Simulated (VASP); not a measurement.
# Al5Ru4 in VASP: further runs

Al5Ru4 is run at these levels: PBEsol; tasks: single point.

Everything below comes from runs of VASP 6.6.1. Logs are shortened: lines on timing, memory, paths and dates and some standing lists are left out, and cuts for length are marked.

**1. The cell of the first run**

The cell holds a slab with vacuum, 9 atoms: a = 3.073 Å, b = 3.073 Å, c = 26.240 Å, α = 90.00°, β = 90.00°, γ = 90.00°.

**2. Single point, PBEsol**

Input file INCAR:

```
SYSTEM = Al5Ru4
PREC = Accurate
ENCUT = 520
EDIFF = 1E-6
ISMEAR = 0
SIGMA = 0.1
LREAL = .FALSE.
LASPH = .TRUE.
NELM = 60
ALGO = Normal
ISIF = 2
LWAVE = .FALSE.
LCHARG = .FALSE.
LDIPOL = .TRUE.
IDIPOL = 3
DIPOL = 0.5 0.5 0.500
GGA = PS
NBANDS = 46
```

Input file KPOINTS:

```
regular mesh
0
G
  11 11 1
  0 0 0
```

Input file POSCAR:

```
Al5Ru4
1.0
    3.0733627996      0.0000000000      0.0000000000
    0.0000000000      3.0733627996      0.0000000000
    0.0000000000      0.0000000000     26.2400481182
Ru Al
4 5
Direct
    0.5000000000      0.5000000000      0.2858226466
    0.0000000000      0.0000000000      0.4426141191
    0.0000000000      0.0000000000      0.5573858809
    0.5000000000      0.5000000000      0.7141773534
    0.0000000000      0.0000000000      0.3336638360
    0.5000000000      0.5000000000      0.3947729298
    0.5000000000      0.5000000000      0.5000000000
    0.5000000000      0.5000000000      0.6052270702
    0.0000000000      0.0000000000      0.6663361640
```

Potentials or basis: VASP PAW PBE potentials, release 64 (Ru_pv, Al).

On the command line:

```
$ cat potpaw_PBE.64/Ru_pv/POTCAR potpaw_PBE.64/Al/POTCAR > POTCAR
$ mpirun -np 1 vasp_std > vasp.out
```

OUTCAR:

```text
SYSTEM = Al5Ru4
   PREC = Accurate
   ENCUT = 520
   EDIFF = 1E-6
   ISMEAR = 0
   LREAL = .FALSE.
   LASPH = .TRUE.
   NELM = 60
   ISIF = 2
   GGA = PS

 ion  position               nearest neighbor table
   1  0.500  0.500  0.286-   5 2.51   5 2.51   5 2.51   5 2.51   6 2.86
   2  0.000  0.000  0.443-   6 2.51   6 2.51   6 2.51   6 2.51   7 2.64   7 2.64   7 2.64   7 2.64
                             5 2.86   3 3.01
   3  0.000  0.000  0.557-   8 2.51   8 2.51   8 2.51   8 2.51   7 2.64   7 2.64   7 2.64   7 2.64
                             9 2.86   2 3.01
   4  0.500  0.500  0.714-   9 2.51   9 2.51   9 2.51   9 2.51   8 2.86
   5  0.000  0.000  0.334-   1 2.51   1 2.51   1 2.51   1 2.51   6 2.70   6 2.70   6 2.70   6 2.70
                             2 2.86
   6  0.500  0.500  0.395-   2 2.51   2 2.51   2 2.51   2 2.51   5 2.70   5 2.70   5 2.70   5 2.70
                             7 2.76   1 2.86
   7  0.500  0.500  0.500-   2 2.64   3 2.64   2 2.64   3 2.64   2 2.64   3 2.64   2 2.64   3 2.64
                             6 2.76   8 2.76
   8  0.500  0.500  0.605-   3 2.51   3 2.51   3 2.51   3 2.51   9 2.70   9 2.70   9 2.70   9 2.70
                             7 2.76   4 2.86
   9  0.000  0.000  0.666-   4 2.51   4 2.51   4 2.51   4 2.51   8 2.70   8 2.70   8 2.70   8 2.70
                             3 2.86

  LATTYP: Found a simple tetragonal cell.
 ALAT       =     3.0733627996
 C/A-ratio  =     8.5378947522

  Lattice vectors:

 A1 = (   3.0733627996,   0.0000000000,   0.0000000000)
 A2 = (   0.0000000000,   3.0733627996,   0.0000000000)
 A3 = (   0.0000000000,   0.0000000000,  26.2400481182)

Analysis of symmetry for initial positions (statically):
=====================================================================
 Subroutine PRICEL returns:
 Original cell was already a primitive cell.

 Routine SETGRP: Setting up the symmetry group for a
 simple tetragonal supercell.

 Subroutine GETGRP returns: Found 16 space group operations
 (whereof 16 operations were pure point group operations)
 out of a pool of 16 trial point group operations.

The static configuration has the point symmetry D_4h.

Analysis of symmetry for dynamics (positions and initial velocities):
=====================================================================
 Subroutine PRICEL returns:
 Original cell was already a primitive cell.

 Routine SETGRP: Setting up the symmetry group for a
 simple tetragonal supercell.

 Subroutine GETGRP returns: Found 16 space group operations
 (whereof 16 operations were pure point group operations)
 out of a pool of 16 trial point group operations.
[... 127 lines left out ...]
   EFERMI_NEDOS =   21; number of points for ismear=-14 and -15
   IALGO  =     38    algorithm
   IMIX   =      4    mixing-type and parameters
     AMIX     =   0.40;   BMIX     =  1.00
     AMIX_MAG =   1.60;   BMIX_MAG =  1.00
  volume/ion in A,a.u.               =      27.54       185.84
  Fermi-wavevector in a.u.,A,eV,Ry     =   1.079187  2.039368 15.845962  1.164645
  Thomas-Fermi vector in A             =   2.215146
   LORBIT       =      0    0 simple, 1 ext, 2 COOP (PROOUT), +10 PAW based schemes
   GGA     = PS    functional components
   LHFCALC =     F    Hartree Fock is set to
   AEXX    =    0.0000 exact exchange contribution
   IVDW    =     0    specifies the selected vdW correction
   LEPSILON=     F    determine dielectric tensor
   LRPA    =     F    only Hartree local field effects (RPA)
 non-spin polarized calculation
 Gauss-broadening in eV      SIGMA  =   0.10
  energy-cutoff  :      520.00
  volume of cell :      247.85
 maximum number of plane-waves:      6720
 NGX is ok and might be reduce to    24
   NGX = 11   NGY = 11   NGZ = 97

 dipolmoment           0.000000      0.000000      0.000000 electrons x Angstroem

 number of electron      71.0000020 magnetization

 dipolmoment           0.000000      0.000000     -0.000000 electrons x Angstroem

 Free energy of the ion-electron system (eV)
  ---------------------------------------------------
  ext. energy  EPLUGINS =         0.00000000
  ---------------------------------------------------
  free energy    TOTEN  =       -62.38030496 eV

  energy without entropy =      -62.35121880  energy(sigma->0) =      -62.36576188

 E-fermi :   3.0377     XC(G=0):  -6.8803

 val. band max:        3.0153613982   @ k =   0.1818   0.0000   0.0000
 cond. band min:       3.0391777667   @ k =   0.3636   0.2727   0.0000
 fundamental gap:      0.0238163684
 Fermi energy:         3.0377475706

 k-point     1 :       0.0000    0.0000    0.0000
  band No.  band energies     occupation
      1     -38.9615      2.00000
      2     -38.9048      2.00000
      3     -38.9048      2.00000
      4     -38.8964      2.00000
      5     -38.8964      2.00000
      6     -38.8654      2.00000
[... 1018 lines left out ...]
     45       6.8391      0.00000
     46       7.1082      0.00000

------------------------ aborting loop because EDIFF is reached ----------------------------------------

 vacuum level on the upper side and lower side of the slab       (xc-potential included)        -0.189        -0.189

  FORCE on cell =-STRESS in cart. coord.  units (eV):
  Direction    XX          YY          ZZ          XY          YZ          ZX
  --------------------------------------------------------------------------------------
  -------------------------------------------------------------------------------------
  Total       -2.9052489     -2.9052489     -4.9663238      0.0000000      0.0000000      0.0000000
  in kB      -18.7802619    -18.7802619    -32.1035696      0.0000000      0.0000000      0.0000000
  external PRESSURE =     -23.2213645 kB  Pullay stress =       0.0000000 kB

 VOLUME and BASIS-vectors are now :
 -----------------------------------------------------------------------------
  energy-cutoff  :      520.00
  volume of cell :      247.85
      direct lattice vectors                 reciprocal lattice vectors
     3.073362800  0.000000000  0.000000000     0.325376490  0.000000000  0.000000000
     0.000000000  3.073362800  0.000000000     0.000000000  0.325376490  0.000000000
     0.000000000  0.000000000 26.240048118     0.000000000  0.000000000  0.038109686

 POSITION                                       TOTAL-FORCE (eV/Angst)
 -----------------------------------------------------------------------------------
      1.53668      1.53668      7.50000        -0.000000     -0.000000      1.299307
      0.00000      0.00000     11.61422         0.000000      0.000000     -0.170171
      0.00000      0.00000     14.62583        -0.000000      0.000000      0.170171
      1.53668      1.53668     18.74005         0.000000      0.000000     -1.299307
      0.00000      0.00000      8.75536        -0.000000     -0.000000     -0.907588
      1.53668      1.53668     10.35886        -0.000000      0.000000     -0.228556
      1.53668      1.53668     13.12002        -0.000000     -0.000000      0.000000
      1.53668      1.53668     15.88119         0.000000      0.000000      0.228556
      0.00000      0.00000     17.48469        -0.000000     -0.000000      0.907588
 -----------------------------------------------------------------------------------
    total drift:                                0.000000     -0.000000     -0.000000

  FREE ENERGIE OF THE ION-ELECTRON SYSTEM (eV)
  ---------------------------------------------------
  free  energy   TOTEN  =       -62.3803049583 eV

  energy  without entropy=      -62.3512187955  energy(sigma->0) =      -62.36576188

 vacuum level on the upper side and lower side of the slab         7.178         7.178
```

OSZICAR:

```text
N       E                     dE             d eps       ncg     rms          rms(c)
DAV:   1     0.516063130580E+03    0.51606E+03   -0.39728E+04  2484   0.136E+03
DAV:   2    -0.462197583066E+02   -0.56228E+03   -0.54382E+03  2136   0.360E+02
DAV:   3    -0.674540004320E+02   -0.21234E+02   -0.20416E+02  2488   0.624E+01
[... 18 lines left out ...]
DAV:  22    -0.623802560840E+02   -0.95781E-04   -0.11333E-05  1808   0.840E-03    0.487E-03
DAV:  23    -0.623802827715E+02   -0.26688E-04   -0.21115E-06  1660   0.400E-03    0.215E-03
DAV:  24    -0.623803004517E+02   -0.17680E-04   -0.16133E-06  1476   0.245E-03    0.931E-04
DAV:  25    -0.623803042842E+02   -0.38325E-05   -0.26661E-07  1520   0.107E-03    0.328E-04
DAV:  26    -0.623803049583E+02   -0.67406E-06   -0.42284E-08  1292   0.491E-04
   1 F= -.62380305E+02 E0= -.62365762E+02  d E =-.290862E-01
```

stdout:

```text
POSCAR found type information on POSCAR RuAl
 POSCAR found :  2 types and       9 ions
 scaLAPACK will be used
 -----------------------------------------------------------------------------
|                                                                             |
|                                                                             |
|     You enforced a specific xc type in the INCAR file but a different       |
|     I HOPE YOU KNOW WHAT YOU ARE DOING!                                     |
|                                                                             |
 -----------------------------------------------------------------------------

 LDA part: xc-table for (Slater+PW92), standard interpolation
 POSCAR, INCAR and KPOINTS ok, starting setup
 FFT: planning ... GRIDC
 FFT: planning ... GRID_SOFT
 FFT: planning ... GRID
 WAVECAR not read
 entering main loop
```

It took 5.5 min on 1 thread of Intel Xeon Platinum 8259CL at 2.50GHz (Skylake/Cascade Lake), shared host; peak memory 0.43 GiB.

Results:

| Item | Value |
| --- | --- |
| Free energy | -62.3803 eV |
| Largest force | 1.299 eV/Å |
| Band gap on the k mesh | zero (an odd number of electrons rules out a gap without spin polarisation) |

Forces on the atoms (eV/Å):
```
Ru   0.000  0.000  1.299
Ru   0.000  0.000 -0.170
Ru   0.000  0.000  0.170
Ru   0.000  0.000 -1.299
Al   0.000  0.000 -0.908
Al   0.000  0.000 -0.229
Al   0.000  0.000  0.000
Al   0.000  0.000  0.229
Al   0.000  0.000  0.908
```

Levels at points of the mesh, in eV from the Fermi level:
| k point | band 34 | band 35 | band 36 | band 37 | band 38 | band 39 |
| --- | --- | --- | --- | --- | --- | --- |
| (0.00, 0.00, 0.00) | -0.32 | -0.20 | 0.31 | 0.32 | 0.39 | 0.39 |

Caveat: the PAW data sets were made with another functional, which shifts forces and pressure a little.

**3. Single point, PBEsol**

Input file INCAR:

```
SYSTEM = Al5Ru4
  ALGO = Normal
  DIPOL = 0.5 0.5 0.500
  EDIFF = 1E-6
  ENCUT = 520
  GGA = PS
  IDIPOL = 3
  ISIF = 2
  ISMEAR = 0
  LASPH = .TRUE.
  LCHARG = .TRUE.
  LDIPOL = .TRUE.
  LELF = .TRUE.
  LREAL = .FALSE.
  LVACPOTAV = .TRUE.
  LVHAR = .TRUE.
  LWAVE = .FALSE.
  NBANDS = 46
  NELM = 60
  PREC = Accurate
  SIGMA = 0.1
```

Input file KPOINTS:

```
k-points
0
G
  11 11 1
  0 0 0
```

Input file POSCAR:

```
Al5Ru4
1.0
    3.0733627996      0.0000000000      0.0000000000
    0.0000000000      3.0733627996      0.0000000000
    0.0000000000      0.0000000000     26.2400481182
Ru Al
4 5
Direct
    0.5000000000      0.5000000000      0.2930712080
    0.0000000000      0.0000000000      0.4424906702
    0.0000000000      0.0000000000      0.5575093266
    0.5000000000      0.5000000000      0.7069287982
    0.0000000000      0.0000000000      0.3347549357
    0.5000000000      0.5000000000      0.3942956485
    0.5000000000      0.5000000000      0.4999999972
    0.5000000000      0.5000000000      0.6057043438
    0.0000000000      0.0000000000      0.6652450718
```

Potentials or basis: VASP PAW PBE potentials, release 64 (Ru_pv, Al).

On the command line:

```
$ cat potpaw_PBE.64/Ru_pv/POTCAR potpaw_PBE.64/Al/POTCAR > POTCAR
$ mpirun -np 1 vasp_std > vasp.out
```

OUTCAR:

```text
SYSTEM = Al5Ru4
   EDIFF = 1E-6
   ENCUT = 520
   GGA = PS
   ISIF = 2
   ISMEAR = 0
   LASPH = .TRUE.
   LREAL = .FALSE.
   NELM = 60
   PREC = Accurate

 ion  position               nearest neighbor table
   1  0.500  0.500  0.293-   5 2.43   5 2.43   5 2.43   5 2.43   6 2.66
   2  0.000  0.000  0.442-   6 2.51   6 2.51   6 2.51   6 2.51   7 2.65   7 2.65   7 2.65   7 2.65
                             5 2.83   3 3.02
   3  0.000  0.000  0.558-   8 2.51   8 2.51   8 2.51   8 2.51   7 2.65   7 2.65   7 2.65   7 2.65
                             9 2.83   2 3.02
   4  0.500  0.500  0.707-   9 2.43   9 2.43   9 2.43   9 2.43   8 2.66
   5  0.000  0.000  0.335-   1 2.43   1 2.43   1 2.43   1 2.43   6 2.68   6 2.68   6 2.68   6 2.68
                             2 2.83
   6  0.500  0.500  0.394-   2 2.51   2 2.51   2 2.51   2 2.51   1 2.66   5 2.68   5 2.68   5 2.68
                             5 2.68   7 2.77
   7  0.500  0.500  0.500-   2 2.65   2 2.65   2 2.65   2 2.65   3 2.65   3 2.65   3 2.65   3 2.65
                             8 2.77   6 2.77
   8  0.500  0.500  0.606-   3 2.51   3 2.51   3 2.51   3 2.51   4 2.66   9 2.68   9 2.68   9 2.68
                             9 2.68   7 2.77
   9  0.000  0.000  0.665-   4 2.43   4 2.43   4 2.43   4 2.43   8 2.68   8 2.68   8 2.68   8 2.68
                             3 2.83

  LATTYP: Found a simple tetragonal cell.
 ALAT       =     3.0733627996
 C/A-ratio  =     8.5378947522

  Lattice vectors:

 A1 = (   3.0733627996,   0.0000000000,   0.0000000000)
 A2 = (   0.0000000000,   3.0733627996,   0.0000000000)
 A3 = (   0.0000000000,   0.0000000000,  26.2400481182)

Analysis of symmetry for initial positions (statically):
=====================================================================
 Subroutine PRICEL returns:
 Original cell was already a primitive cell.

 Routine SETGRP: Setting up the symmetry group for a
 simple tetragonal supercell.

 Subroutine GETGRP returns: Found 16 space group operations
 (whereof 16 operations were pure point group operations)
 out of a pool of 16 trial point group operations.

The static configuration has the point symmetry D_4h.

Analysis of symmetry for dynamics (positions and initial velocities):
[... 158 lines left out ...]
   NGX = 11   NGY = 11   NGZ = 97

 number of electron      71.0000020 magnetization

 dipolmoment           0.000000      0.000000     -0.000000 electrons x Angstroem

 Free energy of the ion-electron system (eV)
  ---------------------------------------------------
  ext. energy  EPLUGINS =         0.00000000
  ---------------------------------------------------
  free energy    TOTEN  =       -62.61414097 eV

  energy without entropy =      -62.58984541  energy(sigma->0) =      -62.60199319

 E-fermi :   2.8735     XC(G=0):  -6.7669

 val. band max:        2.8685728037   @ k =   0.0000   0.0000   0.0000
 cond. band min:       2.8920321415   @ k =   0.3636   0.3636   0.0000
 fundamental gap:      0.0234593378
 Fermi energy:         2.8735022013

 k-point     1 :       0.0000    0.0000    0.0000
  band No.  band energies     occupation
      1     -38.9559      2.00000
      2     -38.8870      2.00000
      3     -38.8870      2.00000
      4     -38.8788      2.00000
      5     -38.8788      2.00000
      6     -38.8613      2.00000
[... 1018 lines left out ...]
     45       6.8762      0.00000
     46       7.1640      0.00000

------------------------ aborting loop because EDIFF is reached ----------------------------------------

  FORCE on cell =-STRESS in cart. coord.  units (eV):
  Direction    XX          YY          ZZ          XY          YZ          ZX
  --------------------------------------------------------------------------------------
  -------------------------------------------------------------------------------------
  Total        1.2563996      1.2563996      0.0874770      0.0000000      0.0000000      0.0000000
  in kB        8.1216842      8.1216842      0.5654732      0.0000000      0.0000000      0.0000000
  external PRESSURE =       5.6029472 kB  Pullay stress =       0.0000000 kB

 VOLUME and BASIS-vectors are now :
 -----------------------------------------------------------------------------
  energy-cutoff  :      520.00
  volume of cell :      247.85
      direct lattice vectors                 reciprocal lattice vectors
     3.073362800  0.000000000  0.000000000     0.325376490  0.000000000  0.000000000
     0.000000000  3.073362800  0.000000000     0.000000000  0.325376490  0.000000000
     0.000000000  0.000000000 26.240048118     0.000000000  0.000000000  0.038109686

 POSITION                                       TOTAL-FORCE (eV/Angst)
 -----------------------------------------------------------------------------------
      1.53668      1.53668      7.69020         0.000000      0.000000     -0.021250
      0.00000      0.00000     11.61098        -0.000000     -0.000000      0.001692
      0.00000      0.00000     14.62907         0.000000     -0.000000     -0.001692
      1.53668      1.53668     18.54985         0.000000      0.000000      0.021250
      0.00000      0.00000      8.78399         0.000000     -0.000000      0.009392
      1.53668      1.53668     10.34634        -0.000000      0.000000     -0.000437
      1.53668      1.53668     13.12002         0.000000     -0.000000      0.000000
      1.53668      1.53668     15.89371         0.000000      0.000000      0.000437
      0.00000      0.00000     17.45606         0.000000     -0.000000     -0.009392
 -----------------------------------------------------------------------------------
    total drift:                               -0.000000     -0.000000     -0.000157

  FREE ENERGIE OF THE ION-ELECTRON SYSTEM (eV)
  ---------------------------------------------------
  free  energy   TOTEN  =       -62.6141409739 eV

  energy  without entropy=      -62.5898454099  energy(sigma->0) =      -62.60199319

 vacuum level on the upper side and lower side of the slab         7.245         7.245
```

OSZICAR:

```text
N       E                     dE             d eps       ncg     rms          rms(c)
DAV:   1     0.521270981843E+03    0.52127E+03   -0.39861E+04  2492   0.136E+03
DAV:   2    -0.471960057925E+02   -0.56847E+03   -0.55049E+03  2154   0.362E+02
DAV:   3    -0.676464267064E+02   -0.20450E+02   -0.19653E+02  2376   0.624E+01
[... 18 lines left out ...]
DAV:  22    -0.626141040808E+02   -0.46204E-04   -0.32288E-06  1650   0.416E-03    0.274E-03
DAV:  23    -0.626141300920E+02   -0.26011E-04   -0.20544E-06  1518   0.294E-03    0.166E-03
DAV:  24    -0.626141388121E+02   -0.87200E-05   -0.67326E-07  1586   0.164E-03    0.679E-04
DAV:  25    -0.626141404763E+02   -0.16642E-05   -0.84017E-08  1358   0.783E-04    0.228E-04
DAV:  26    -0.626141409739E+02   -0.49763E-06   -0.36068E-08  1332   0.387E-04
   1 F= -.62614141E+02 E0= -.62601993E+02  d E =-.242956E-01
```

stdout:

```text
POSCAR found type information on POSCAR RuAl
 POSCAR found :  2 types and       9 ions
 scaLAPACK will be used
 -----------------------------------------------------------------------------
[... 23 lines left out ...]
|     Did not find any points to average over, which means that no vacuum     |
|     field-free region was found. Please increase the size of  your cell     |
|     in the dimension of the dipole correction to obtain accurate            |
|     workfunction values.                                                    |
|                                                                             |
 -----------------------------------------------------------------------------
```

Run time: 5.9 min. Hardware: 1 thread of Intel Xeon Platinum 8259CL at 2.50GHz (Skylake/Cascade Lake), shared host; peak memory 0.43 GiB.

What came out:

* Free energy: -62.6141 eV
* Largest force: 0.021 eV/Å
* Band gap on the k mesh: zero (an odd number of electrons rules out a gap without spin polarisation)

Forces in eV/Å, atoms in the order of the input:
```
Ru   0.000  0.000 -0.021
Ru   0.000  0.000  0.002
Ru   0.000  0.000 -0.002
Ru   0.000  0.000  0.021
Al   0.000  0.000  0.009
Al   0.000  0.000  0.000
Al   0.000  0.000  0.000
Al   0.000  0.000  0.000
Al   0.000  0.000 -0.009
```

Caveat: the PAW data sets were made with another functional, which shifts forces and pressure a little.
